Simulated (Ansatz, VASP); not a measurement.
**InP: VASP beside Ansatz**

Contents of POSCAR:

```
InP
1.0
    0.0000000000      2.8865425000      2.9744575000
    2.8865425000      0.0000000000      2.9744575000
    2.8865425000      2.8865425000      0.0000000000
In P
1 1
Direct
    0.0000000000      0.0000000000      0.0000000000
    0.7500000000      0.7500000000      0.7500000000
```

Contents of INCAR.step1:

```
PREC = Accurate
ENCUT = 520
ISMEAR = 0
SIGMA = 0.05
LREAL = F
LASPH = T
NELM = 80
NBANDS = 16
GGA = PE
ALGO = Normal
EDIFF = 1E-4
LWAVE = T
LCHARG = F
```

File INCAR.step2:

```
PREC = Accurate
ENCUT = 520
EDIFF = 1E-7
ISMEAR = 0
SIGMA = 0.05
LREAL = F
LASPH = T
NELM = 80
ALGO = Normal
ISIF = 2
LWAVE = F
LCHARG = F
METAGGA = R2SCAN
LMIXTAU = T
NBANDS = 16
ISTART = 1
```

Contents of KPOINTS:

```
regular mesh
0
Gamma
  8 8 8
```

Input for Ansatz:

```yaml
crystal:
  lattice:
    - [0.0, 2.8865425, 2.9744575]
    - [2.8865425, 0.0, 2.9744575]
    - [2.8865425, 2.8865425, 0.0]
  atoms:
    - { symbol: In, position: [0.0, 0.0, 0.0] }
    - { symbol: P, position: [0.75, 0.75, 0.75] }
basis:
  ecutwfc: 500
kpoints:
  mp_grid: { grid: [8, 8, 8] }
hamiltonian:
  xc: r2scan
scf:
  occupations: { method: gaussian, width: 0.05 }
output:
  forces: true
  stress: true
  eigenvalues: true
```

Change from the starting cell: strain -0.015 along x and y, +0.015 along z, atoms carried along.

Alike in both runs: task single point; functional r2SCAN; k mesh 8 × 8 × 8; occupations gaussian, width 0.05 eV; no spin polarisation.

```csv
,VASP,Ansatz
version,VASP 6.6.1,Ansatz 0.2.0
potentials or method,"VASP PAW PBE potentials, release 64 (In_d, P), cutoff 520 eV","scalar-relativistic, plane waves, PAW"
valence electrons in the cell,18,18
```

```csv
,VASP,Ansatz,Ansatz less VASP
gap on the k mesh at the Fermi level (eV),1.20,1.20,-0.005
least direct gap on the mesh (eV),1.20,1.20,-0.005
pressure (GPa),2.7,2.9,+0.12
"traceless stress, the component that is largest in VASP (GPa)",-0.93,-0.92,+0.009
```

VASP's potentials were made for PBE, not for r2SCAN.
